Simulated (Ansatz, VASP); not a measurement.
# Two plane-wave programs on Te

The input POSCAR:

```
Te
1.0
    4.6324895870      0.0000000000      0.0000000000
   -2.3162447935      4.0118536651      0.0000000000
    0.0000000000      0.0000000000      5.8869033494
Te
3
Direct
    0.2535874851      0.0000000000      0.3333333333
    1.0000000000      0.2535874851      0.6666666667
    0.7464125149      0.7464125149      0.0000000000
```

INCAR.step1

```
SYSTEM = Te
PREC     = Accurate       ! precision mode
ENCUT    = 550            ! plane-wave cutoff, eV
ISMEAR   = 0              ! smearing method
SIGMA    = 0.1            ! smearing width, eV
LREAL    = .False.        ! projectors in reciprocal space
LASPH    = .True.         ! aspherical terms in the spheres
NELM     = 120            ! most SCF steps
NBANDS   = 16             ! bands
GGA      = PE             ! functional
ALGO     = Normal         ! electronic algorithm
EDIFF    = 1E-5           ! SCF threshold, eV
LWAVE    = .True.         ! write WAVECAR
LCHARG   = .False.        ! write CHGCAR
GGA_COMPAT= .False.
```

The input INCAR.step2:

```
SYSTEM = Te
PREC     = Accurate       ! precision mode
ENCUT    = 550            ! plane-wave cutoff, eV
EDIFF    = 1E-6           ! SCF threshold, eV
ISMEAR   = 0              ! smearing method
SIGMA    = 0.1            ! smearing width, eV
LREAL    = .False.        ! projectors in reciprocal space
LASPH    = .True.         ! aspherical terms in the spheres
NELM     = 120            ! most SCF steps
ALGO     = Normal         ! electronic algorithm
ISIF     = 2              ! what is computed and relaxed
LWAVE    = .False.        ! write WAVECAR
LCHARG   = .False.        ! write CHGCAR
METAGGA  = R2SCAN         ! meta-GGA
LMIXTAU  = .True.       
NBANDS   = 16             ! bands
ISTART   = 1            
GGA_COMPAT= .False.
```

The input KPOINTS:

```
regular mesh
0
Gamma
  8 8 6
  0 0 0
```

Input for Ansatz:

```yaml
crystal:
  lattice:
    - [4.632489587, 0.0, 0.0]
    - [-2.3162447935, 4.0118536651, 0.0]
    - [0.0, 0.0, 5.8869033494]
  atoms:
    - { symbol: Te, position: [0.2535874851, 0.0, 0.3333333333] }
    - { symbol: Te, position: [1.0, 0.2535874851, 0.6666666667] }
    - { symbol: Te, position: [0.7464125149, 0.7464125149, 0.0] }
hamiltonian:
  xc: r2scan
  pseudopotentials:
    kind: paw
    azcp:
      Te: "pseudopotentials/Te.paw.azcp"
basis:
  ecutwfc: 500
  fft_grid_basis: typed
kpoints:
  mp_grid: { grid: [8, 8, 6], shift: [0, 0, 0] }
magnetization:
  spin_polarized: false
scf:
  occupations: { method: gaussian, width: 0.1 }
  lower_state_search: "off"
output:
  stress: true
  write_density: true
  write_potential: true
  elf: true
  volumetric_format: npy
```

Alike in both runs: task single point; functional r2SCAN; k mesh 8 × 8 × 6; occupations gaussian, width 0.1 eV; no spin polarisation.

```csv
,VASP,Ansatz
version,VASP 6.6.1,Ansatz 0.2.0
potentials or method,"VASP PAW PBE potentials, release 64 (Te), cutoff 550 eV","plane waves (500 eV) with PAW, scalar-relativistic"
valence electrons in the cell,18,48
```

|  | VASP | Ansatz | Ansatz less VASP |
| --- | --- | --- | --- |
| pressure (GPa) | 0.0 | 0.0 | -0.04 |
| traceless stress, the component that is largest in VASP (GPa) | 0.10 | 0.07 | -0.031 |

VASP's potentials were made for PBE, not for r2SCAN. With one functional, cell and mesh, what is left measures potentials, basis and numerics. VASP's potentials hold 18 valence electrons a cell and Ansatz's 48, so a difference there can come from the potentials and not from the codes.

Neither program's run includes spin-orbit coupling.
